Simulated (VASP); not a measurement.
Set up this calculation in VASP 6.6.1, as the native input.

```
Task                   : relaxation of cell and atoms
Functional             : PBE
Potentials or basis    : VASP PAW PBE potentials, release 64 (Si, Sn_d)
Cutoff                 : 600 eV
k mesh                 : 6 × 6 × 4
Occupations            : fermi-dirac, width 0.02 eV
Spin                   : no spin polarisation
Dipole correction      : no
Further INCAR settings : ALGO = Normal; EDIFF = 1e-06; IBRION = 2; EDIFFG = -0.005; NSW = 80; ISIF = 3
```

The structure of Si3Sn lies in POSCAR:

```
Si3Sn
1.0
    3.8538638620      0.0000000000      0.0000000000
    0.0000000000      3.8538638620      0.0000000000
    0.0000000000      0.0000000000      5.4501865412
Si Sn
3 1
Direct
    0.5000000000      0.0000000000      0.7500000000
    0.5000000000      0.5000000000      0.0000000000
    0.0000000000      0.5000000000      0.2500000000
    0.0000000000      0.0000000000      0.5000000000
```

These files were run (other wordings do the same):

INCAR

```
SYSTEM = Si3Sn
ALGO = Normal
EDIFF = 1E-6
EDIFFG = -0.005
ENCUT = 600
GGA = PE
IBRION = 2
ISIF = 3
ISMEAR = -1
LASPH = .TRUE.
LCHARG = .FALSE.
LREAL = .FALSE.
LWAVE = .FALSE.
NELM = 100
NSW = 80
PREC = Accurate
SIGMA = 0.02
```

KPOINTS

```
k-points
0
G
  6 6 4
  0 0 0
```

Potentials or basis: VASP PAW PBE potentials, release 64 (Si, Sn_d).

Launch:

```bash
$ cat potpaw_PBE.64/Si/POTCAR potpaw_PBE.64/Sn_d/POTCAR > POTCAR
$ mpirun -np 1 vasp_std > vasp.out
```

It gave:

```
Relaxed volume                         : 23.86 Å³/atom
Relaxed cell                           : a = 4.064 Å, b = 4.064 Å, c = 5.779 Å, α = 90.00°, β = 90.00°, γ = 90.00°
Space group after relaxing (to 0.05 Å) : P-4m2 (No. 115)
Energy gained by relaxing              : 273.6 meV/atom
Ionic steps                            : 12
Pressure after relaxing                : 0.0 GPa
Largest force after relaxing           : 0.004 eV/Å
Band gap on the k mesh                 : 0.24 eV, indirect (least direct gap 0.49 eV)
```

Caveat: the volume moved by over 15 % at a fixed basis, so the end points are rough; spin-orbit coupling is left out, which moves the levels of the heavy elements.

It took 2.2 min on 1 thread of AMD EPYC 9R45 96-Core Processor (Zen 5), on a shared host, peak memory 0.21 GiB.
